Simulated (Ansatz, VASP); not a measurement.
**Nb: VASP beside Ansatz**

INCAR

```
  PREC = Accurate
  ENCUT = 520
  EDIFF = 1E-6
  ISMEAR = -1
  SIGMA = 0.08
  LREAL = False
  LASPH = True
  NELM = 60
  ALGO = Normal
  ISIF = 2
  LWAVE = False
  LCHARG = False
  GGA = PE
  NBANDS = 12
```

File KPOINTS:

```
regular mesh
0
Gamma
  13 13 13
```

POSCAR

```
Nb
1.0
    0.0000000000      2.1220266297      2.1220266297
    2.1220266297      0.0000000000      2.1220266297
    2.1220266297      2.1220266297      0.0000000000
Nb
1
Direct
    0.0000000000      0.0000000000      0.0000000000
```

Input for Ansatz:

```yaml
crystal:
  lattice:
    - [0.0, 2.1220266297, 2.1220266297]
    - [2.1220266297, 0.0, 2.1220266297]
    - [2.1220266297, 2.1220266297, 0.0]
  atoms:
    - { symbol: Nb, position: [0.0, 0.0, 0.0] }
kpoints:
  mp_grid: { grid: [13, 13, 13] }
  band_path:
    path:
      - [0.0, 0.0, 0.0]
      - [0.5, 0.0, 0.5]
      - [0.625, 0.25, 0.625]
      - [0.375, 0.375, 0.75]
      - [0.0, 0.0, 0.0]
      - [0.5, 0.5, 0.5]
      - [0.5, 0.25, 0.75]
      - [0.5, 0.0, 0.5]
    npoints: 5
scf:
  occupations: { method: fermi_dirac, width: 0.08 }
hamiltonian:
  xc: pbe
  pseudopotentials: { kind: all_electron, lapw: { basis_error: 0.00025 } }
output:
  forces: true
  stress: true
  eigenvalues: true
```

Change from the starting cell: volume scaled by 1.01.

Alike in both runs: task single point; functional PBE; k mesh 13 × 13 × 13; occupations fermi-dirac, width 0.08 eV; no spin polarisation.

```csv
,VASP,Ansatz
version,VASP 6.6.1,Ansatz 0.2.0
potentials or method,"VASP PAW PBE potentials, release 64 (Nb_sv), cutoff 520 eV","all-electron LAPW, scalar-relativistic"
```

```csv
,VASP,Ansatz,Ansatz less VASP
pressure (GPa),-3.0,-2.7,+0.29
```

Ansatz ran all-electron here, and VASP with PAW potentials.
